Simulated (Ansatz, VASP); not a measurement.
## Two plane-wave programs on Os

```
CELL_PARAMETERS angstrom
2.10756 0.00000 0.00000
0.00000 2.10756 0.00000
0.00000 0.00000 6.29093
ATOMIC_POSITIONS crystal
Os 0.00000 0.00000 0.50000
```

Alike in both runs: task relaxation of cell and atoms; functional PBE; k mesh 8 × 8 × 4; occupations gaussian, width 0.1 eV; no spin polarisation.

|  | VASP | Ansatz |
| --- | --- | --- |
| version | VASP 6.6.1 | Ansatz 0.2.0 |
| potentials or method | VASP PAW PBE potentials, release 64 (Os), cutoff 600 eV | scalar-relativistic, plane waves, PAW |
| valence electrons in the cell | 8 | 16 |

|  | VASP | Ansatz | Ansatz less VASP |
| --- | --- | --- | --- |
| gap on the k mesh at the Fermi level, each at its own relaxed structure (eV) | none | none | - |
| relaxed volume (Å³/atom) | 36.86 | 16.92 | -19.945 |
| relaxed cell length with the largest relative difference (Å) | 6.291 | 2.712 | -3.5783 |

A gap of «none» marks a metal or a gap that the smearing closes. One of these differences is far larger than is usual between the two programs; its cause wasn't traced. VASP's potentials hold 8 valence electrons a cell and Ansatz's 16, so a difference there can come from the potentials and not from the codes.

The k mesh is coarse, so the values compare programs but aren't converged. Spin-orbit coupling is off throughout. Noted on VASP's run: the volume moved by over 15 % at a fixed basis, so the end points are rough.
